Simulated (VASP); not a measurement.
# AlCo (Pm-3m) in VASP: single point with PBE

Aim: the single point of AlCo with PBE.

Program: VASP 6.6.1. These are calculated values, not measurements. Logs are shortened: lines on timing, memory, paths and dates and some standing lists are left out, and cuts for length are marked.

**1. The cell of the first run**

Symmetry: Pm-3m, No. 221, cubic system. The conventional cell has a = 2.852 Å, b = 2.852 Å, c = 2.852 Å, α = 90.00°, β = 90.00°, γ = 90.00°. Within 3.3 Å of Al (site symmetry m-3m) lie 8 Co at 2.47 Å and 6 Al at 2.85 Å. Within 3.3 Å of Co (site symmetry m-3m) lie 8 Al at 2.47 Å and 6 Co at 2.85 Å.

**2. Single point, PBE**

File INCAR:

```
PREC = Accurate
ENCUT = 520
EDIFF = 1E-6
ISMEAR = 1
SIGMA = 0.1
LREAL = Auto
LASPH = True
NELM = 60
ALGO = Normal
ISIF = 2
LWAVE = False
LCHARG = False
GGA = PE
NBANDS = 230
```

File KPOINTS:

```
Automatic mesh
0
Gamma
  2 2 2
```

File POSCAR:

```
AlCo
1.0
   -5.7030922953      5.7030922953      5.7030922953
    5.7030922953     -5.7030922953      5.7030922953
    5.7030922953      5.7030922953     -5.7030922953
Al Co
32 32
Direct
    0.0000000000      0.0000000000      0.0000000000
    0.0000000000      0.2500000000      0.2500000000
    0.2500000000      0.0000000000      0.2500000000
    0.2500000000      0.2500000000      0.0000000000
    0.0000000000      0.0000000000      0.5000000000
    0.0000000000      0.2500000000      0.7500000000
    0.2500000000      0.0000000000      0.7500000000
    0.2500000000      0.2500000000      0.5000000000
    0.0000000000      0.5000000000      0.0000000000
    0.0000000000      0.7500000000      0.2500000000
    0.2500000000      0.5000000000      0.2500000000
    0.2500000000      0.7500000000      0.0000000000
    0.0000000000      0.5000000000      0.5000000000
    0.0000000000      0.7500000000      0.7500000000
    0.2500000000      0.5000000000      0.7500000000
    0.2500000000      0.7500000000      0.5000000000
    0.5000000000      0.0000000000      0.0000000000
    0.5000000000      0.2500000000      0.2500000000
    0.7500000000      0.0000000000      0.2500000000
    0.7500000000      0.2500000000      0.0000000000
    0.5000000000      0.0000000000      0.5000000000
    0.5000000000      0.2500000000      0.7500000000
    0.7500000000      0.0000000000      0.7500000000
    0.7500000000      0.2500000000      0.5000000000
    0.5000000000      0.5000000000      0.0000000000
    0.5000000000      0.7500000000      0.2500000000
    0.7500000000      0.5000000000      0.2500000000
    0.7500000000      0.7500000000      0.0000000000
    0.5000000000      0.5000000000      0.5000000000
    0.5000000000      0.7500000000      0.7500000000
    0.7500000000      0.5000000000      0.7500000000
    0.7500000000      0.7500000000      0.5000000000
    0.0000000000      0.0000000000      0.2500000000
    0.0000000000      0.2500000000      0.0000000000
    0.2500000000      0.0000000000      0.0000000000
    0.2500000000      0.2500000000      0.2500000000
    0.0000000000      0.0000000000      0.7500000000
    0.0000000000      0.2500000000      0.5000000000
    0.2500000000      0.0000000000      0.5000000000
    0.2500000000      0.2500000000      0.7500000000
    0.0000000000      0.5000000000      0.2500000000
    0.0000000000      0.7500000000      0.0000000000
    0.2500000000      0.5000000000      0.0000000000
    0.2500000000      0.7500000000      0.2500000000
    0.0000000000      0.5000000000      0.7500000000
    0.0000000000      0.7500000000      0.5000000000
    0.2500000000      0.5000000000      0.5000000000
    0.2500000000      0.7500000000      0.7500000000
    0.5000000000      0.0000000000      0.2500000000
    0.5000000000      0.2500000000      0.0000000000
    0.7500000000      0.0000000000      0.0000000000
    0.7500000000      0.2500000000      0.2500000000
    0.5000000000      0.0000000000      0.7500000000
    0.5000000000      0.2500000000      0.5000000000
    0.7500000000      0.0000000000      0.5000000000
    0.7500000000      0.2500000000      0.7500000000
    0.5000000000      0.5000000000      0.2500000000
    0.5000000000      0.7500000000      0.0000000000
    0.7500000000      0.5000000000      0.0000000000
    0.7500000000      0.7500000000      0.2500000000
    0.5000000000      0.5000000000      0.7500000000
    0.5000000000      0.7500000000      0.5000000000
    0.7500000000      0.5000000000      0.5000000000
    0.7500000000      0.7500000000      0.7500000000
```

Potentials or basis: VASP PAW PBE potentials, release 64 (Al, Co).

Started as:

```sh
$ cat potpaw_PBE.64/Al/POTCAR potpaw_PBE.64/Co/POTCAR > POTCAR
$ mpirun -np 1 vasp_std > vasp.out
```

OUTCAR:

```text
PREC = Accurate
   ENCUT = 520
   EDIFF = 1E-6
   ISMEAR = 1
   LREAL = Auto
   LASPH = True
   NELM = 60
   ISIF = 2
   GGA = PE

 ion  position               nearest neighbor table
   1  0.000  0.000  0.000-  33 2.47  34 2.47  35 2.47  36 2.47  37 2.47  42 2.47  51 2.47  64 2.47
                             4 2.85  14 2.85  23 2.85  28 2.85   2 2.85   3 2.85
   2  0.000  0.250  0.250-  33 2.47  34 2.47  36 2.47  38 2.47  41 2.47  47 2.47  51 2.47  52 2.47
                            11 2.85  13 2.85  19 2.85  20 2.85   1 2.85   8 2.85
   3  0.250  0.000  0.250-  33 2.47  35 2.47  36 2.47  39 2.47  42 2.47  44 2.47  49 2.47  54 2.47
                            10 2.85  12 2.85  18 2.85  21 2.85   1 2.85   8 2.85
   4  0.250  0.250  0.000-  34 2.47  35 2.47  36 2.47  37 2.47  40 2.47  43 2.47  50 2.47  57 2.47
                             7 2.85  11 2.85  18 2.85  25 2.85   1 2.85   6 2.85
   5  0.000  0.000  0.500-  33 2.47  37 2.47  38 2.47  39 2.47  40 2.47  46 2.47  55 2.47  60 2.47
                             8 2.85  10 2.85  19 2.85  32 2.85   6 2.85   7 2.85
   6  0.000  0.250  0.750-  34 2.47  37 2.47  38 2.47  40 2.47  43 2.47  45 2.47  55 2.47  56 2.47
                             9 2.85  15 2.85  23 2.85  24 2.85   4 2.85   5 2.85
   7  0.250  0.000  0.750-  35 2.47  37 2.47  39 2.47  40 2.47  46 2.47  48 2.47  50 2.47  53 2.47
                            14 2.85  16 2.85  17 2.85  22 2.85   4 2.85   5 2.85
   8  0.250  0.250  0.500-  33 2.47  36 2.47  38 2.47  39 2.47  40 2.47  47 2.47  54 2.47  61 2.47
                             5 2.85  15 2.85  22 2.85  29 2.85   2 2.85   3 2.85
   9  0.000  0.500  0.000-  34 2.47  41 2.47  42 2.47  43 2.47  44 2.47  45 2.47  56 2.47  59 2.47
[... 97 lines left out ...]
  58  0.500  0.750  0.000-  12 2.47  15 2.47  17 2.47  19 2.47  25 2.47  26 2.47  28 2.47  30 2.47
                            43 2.85  48 2.85  49 2.85  51 2.85  60 2.85  61 2.85
  59  0.750  0.500  0.000-   9 2.47  10 2.47  20 2.47  22 2.47  25 2.47  27 2.47  28 2.47  31 2.47
                            41 2.85  42 2.85  50 2.85  56 2.85  60 2.85  61 2.85
  60  0.750  0.750  0.250-   5 2.47  10 2.47  19 2.47  25 2.47  26 2.47  27 2.47  28 2.47  32 2.47
                            33 2.85  46 2.85  55 2.85  57 2.85  58 2.85  59 2.85
  61  0.500  0.500  0.750-   8 2.47  15 2.47  22 2.47  25 2.47  28 2.47  29 2.47  30 2.47  31 2.47
                            40 2.85  47 2.85  54 2.85  58 2.85  59 2.85  64 2.85
  62  0.500  0.750  0.500-  11 2.47  16 2.47  21 2.47  23 2.47  26 2.47  29 2.47  30 2.47  32 2.47
                            44 2.85  47 2.85  53 2.85  55 2.85  57 2.85  64 2.85
  63  0.750  0.500  0.500-  13 2.47  14 2.47  18 2.47  24 2.47  27 2.47  29 2.47  31 2.47  32 2.47
                            45 2.85  46 2.85  52 2.85  54 2.85  57 2.85  64 2.85
  64  0.750  0.750  0.750-   1 2.47  14 2.47  23 2.47  28 2.47  29 2.47  30 2.47  31 2.47  32 2.47
                            37 2.85  42 2.85  51 2.85  61 2.85  62 2.85  63 2.85

  LATTYP: Found a body centered cubic cell.
 ALAT       =    11.4061845906

  Lattice vectors:

 A1 = (  -5.7030922953,   5.7030922953,   5.7030922953)
 A2 = (   5.7030922953,  -5.7030922953,   5.7030922953)
 A3 = (   5.7030922953,   5.7030922953,  -5.7030922953)

Analysis of symmetry for initial positions (statically):
=====================================================================
 Subroutine PRICEL returns following result:

  LATTYP: Found a simple cubic cell.
 ALAT       =     2.8515461477

  Lattice vectors:

 A1 = (   0.0000000000,   2.8515461477,   0.0000000000)
 A2 = (   2.8515461477,   0.0000000000,   0.0000000000)
 A3 = (   0.0000000000,   0.0000000000,  -2.8515461477)

  32 primitive cells build up your supercell.

 Routine SETGRP: Setting up the symmetry group for a
 body centered cubic supercell.

 Subroutine GETGRP returns: Found 48 space group operations
 (whereof 48 operations were pure point group operations)
 out of a pool of 48 trial point group operations.

The static configuration has the point symmetry O_h .

Analysis of symmetry for dynamics (positions and initial velocities):
=====================================================================
 Subroutine PRICEL returns following result:

  LATTYP: Found a simple cubic cell.
 ALAT       =     2.8515461477

  Lattice vectors:

 A1 = (   0.0000000000,   2.8515461477,   0.0000000000)
 A2 = (   2.8515461477,   0.0000000000,   0.0000000000)
 A3 = (   0.0000000000,   0.0000000000,  -2.8515461477)
[... 52 lines left out ...]
     0.043835868  0.043835868  0.000000000     0.000000000  0.000000000  0.500000000

  Length of vectors
     0.061993279  0.061993279  0.061993279

  Shift w.r.t. Gamma in fractional coordinates (k-lattice)
     0.000000000  0.000000000  0.000000000

 Subroutine IBZKPT returns following result:
 ===========================================

 Found      3 irreducible k-points:

 Following reciprocal coordinates:
            Coordinates               Weight
  0.000000  0.000000  0.000000      1.000000
  0.500000  0.000000  0.000000      6.000000
  0.500000  0.500000  0.500000      1.000000
   k-points           NKPTS =      3   k-points in BZ     NKDIM =      3   number of bands    NBANDS=    230
   number of dos      NEDOS =    301   number of ions     NIONS =     64
   total plane-waves  NPLWV = 512000
   dimension x,y,z NGX =    80 NGY =   80 NGZ =   80
   dimension x,y,z NGXF=   160 NGYF=  160 NGZF=  160
   ions per type =              32  32
   NGX,Y,Z   is equivalent  to a cutoff of  13.46, 13.46, 13.46 a.u.
   NGXF,Y,Z  is equivalent  to a cutoff of  26.93, 26.93, 26.93 a.u.
 SYSTEM =  unknown system
   PREC   = accura    normal or accurate (medium, high low for compatibility)
   ISTART =      0    job   : 0-new  1-cont  2-samecut
   ICHARG =      2    charge: 1-file 2-atom 10-const
   ISPIN  =      1    spin polarized calculation?
   LNONCOLLINEAR =      F non collinear calculations
   LSORBIT =      F    spin-orbit coupling
   LASPH  =      T    aspherical Exc in radial PAW
   ENCUT  =  520.0 eV  38.22 Ry    6.18 a.u.  18.37 18.37 18.37*2*pi/ulx,y,z
   NELM   =     60;   NELMIN=  2; NELMDL= -5     # of ELM steps
   EDIFF  = 0.1E-05   stopping-criterion for ELM
   LREAL  =      T    real-space projection
   EDIFFG = 0.1E-04   stopping-criterion for IOM
   NSW    =      0    number of steps for IOM
   IBRION =     -1    ionic relax: 0-MD 1-quasi-New 2-CG
   NFREE  =      0    steps in history (QN), initial steepest desc. (CG)
   ISIF   =      2    stress and relaxation
   ISYM   =      2    0-nonsym 1-usesym 2-fastsym
   POTIM  = 0.5000    time-step for ionic-motion
   TEBEG  =    0.0;   TEEND  =   0.0 temperature during run
   PSTRESS=    0.0 pullay stress
   NELECT =     384.0000    total number of electrons
   NUPDOWN=      -1.0000    fix difference up-down
   EMIN   =  10.00;   EMAX   =-10.00  energy-range for DOS
   EFERMI =   0.00;   METHOD = LEGACY
   ISMEAR =     1;   SIGMA  =   0.10  broadening in eV -4-tet -1-fermi 0-gaus
   EFERMI_NEDOS =   21; number of points for ismear=-14 and -15
   IALGO  =     38    algorithm
   IMIX   =      4    mixing-type and parameters
     AMIX     =   0.40;   BMIX     =  1.00
     AMIX_MAG =   1.60;   BMIX_MAG =  1.00
  volume/ion in A,a.u.               =      11.59        78.24
  Fermi-wavevector in a.u.,A,eV,Ry     =   1.314382  2.483821 23.505415  1.727599
  Thomas-Fermi vector in A             =   2.444639
   LORBIT       =      0    0 simple, 1 ext, 2 COOP (PROOUT), +10 PAW based schemes
   GGA     = PE    functional components
   LHFCALC =     F    Hartree Fock is set to
   AEXX    =    0.0000 exact exchange contribution
   IVDW    =     0    specifies the selected vdW correction
   LEPSILON=     F    determine dielectric tensor
   LRPA    =     F    only Hartree local field effects (RPA)
 non-spin polarized calculation
 Methfessel and Paxton  Order N= 1 SIGMA  =   0.10
  energy-cutoff  :      520.00
  volume of cell :      741.98
 maximum number of plane-waves:     19994
 NGX is ok and might be reduce to    80
   NGX = 37   NGY = 37   NGZ = 37

 number of electron     383.9999787 magnetization

 Free energy of the ion-electron system (eV)
  ---------------------------------------------------
  ext. energy  EPLUGINS =         0.00000000
  ---------------------------------------------------
  free energy    TOTEN  =      -383.57825209 eV

  energy without entropy =     -383.54649591  energy(sigma->0) =     -383.56766670

 E-fermi :  10.6467     XC(G=0): -12.2552

 val. band max:       10.6261367633   @ k =   0.5000   0.0000   0.0000
 cond. band min:      10.7067436738   @ k =   0.5000   0.5000   0.5000
 fundamental gap:      0.0806069105
 Fermi energy:        10.6466698461

 k-point     1 :       0.0000    0.0000    0.0000
  band No.  band energies     occupation
      1      -0.5114      2.00000
      2       1.7603      2.00000
      3       1.7603      2.00000
      4       1.7603      2.00000
      5       1.7603      2.00000
      6       1.7603      2.00000
[... 610 lines left out ...]
    203      10.7472     -0.05127
    204      10.7472     -0.05127
 [bands above 204 left out]

------------------------ aborting loop because EDIFF is reached ----------------------------------------

  FORCE on cell =-STRESS in cart. coord.  units (eV):
  Direction    XX          YY          ZZ          XY          YZ          ZX
  --------------------------------------------------------------------------------------
  -------------------------------------------------------------------------------------
  Total        1.1168846      1.1168846      1.1168846      0.0000000     -0.0000000     -0.0000000
  in kB        2.4117245      2.4117245      2.4117245      0.0000000     -0.0000000     -0.0000000
  external PRESSURE =       2.4117245 kB  Pullay stress =       0.0000000 kB

 VOLUME and BASIS-vectors are now :
 -----------------------------------------------------------------------------
  energy-cutoff  :      520.00
  volume of cell :      741.98
      direct lattice vectors                 reciprocal lattice vectors
    -5.703092295  5.703092295  5.703092295     0.000000000  0.087671736  0.087671736
     5.703092295 -5.703092295  5.703092295     0.087671736  0.000000000  0.087671736
     5.703092295  5.703092295 -5.703092295     0.087671736  0.087671736  0.000000000

 POSITION                                       TOTAL-FORCE (eV/Angst)
 -----------------------------------------------------------------------------------
      0.00000      0.00000      0.00000        -0.000000     -0.000000     -0.000000
      2.85155      0.00000      0.00000         0.000000     -0.000000      0.000000
      0.00000      2.85155      0.00000        -0.000000     -0.000000     -0.000000
      0.00000      0.00000      2.85155        -0.000000      0.000000      0.000000
      2.85155      2.85155     -2.85155        -0.000000     -0.000000     -0.000000
      5.70309      2.85155     -2.85155        -0.000000      0.000000     -0.000000
[... 56 lines left out ...]
      1.42577      4.27732      4.27732         0.000000      0.000000     -0.000000
      4.27732      4.27732      4.27732         0.000000     -0.000000     -0.000000
 -----------------------------------------------------------------------------------
    total drift:                               -0.000000     -0.000000      0.000000

  FREE ENERGIE OF THE ION-ELECTRON SYSTEM (eV)
  ---------------------------------------------------
  free  energy   TOTEN  =      -383.5782520939 eV

  energy  without entropy=     -383.5464959131  energy(sigma->0) =     -383.56766670
```

It took 31 min on 1 thread of Intel Xeon Platinum 8259CL at 2.50GHz (Skylake/Cascade Lake), shared host; peak memory 1.1 GiB.

What came out:

```yaml
Free_energy: -383.5783 eV
Pressure: 0.2 GPa
Band_gap_on_the_k_mesh: zero (bands 192 and 193 overlap by 0.31 eV)
```

Levels at points of the mesh, in eV from the Fermi level:
```csv
k point,band 192,band 193,band 194,band 195,band 196,band 197
"(0.00, 0.00, 0.00)",-0.29,-0.25,-0.25,0.12,0.12,0.12
"(0.50, 0.00, 0.00)",-0.02,-0.02,-0.02,0.12,0.12,0.21
"(0.50, 0.50, 0.50)",0.06,0.06,0.06,0.06,0.06,0.06
```

Caveat: the k points lie up to 0.39 Å⁻¹ apart; the run has no spin polarisation, though such a crystal can be magnetic. Spin polarisation is off, so any magnetic state and its effect on volume and gap are missing.

The gap in the log of VASP goes by the Fermi energy; the results here count the filled bands.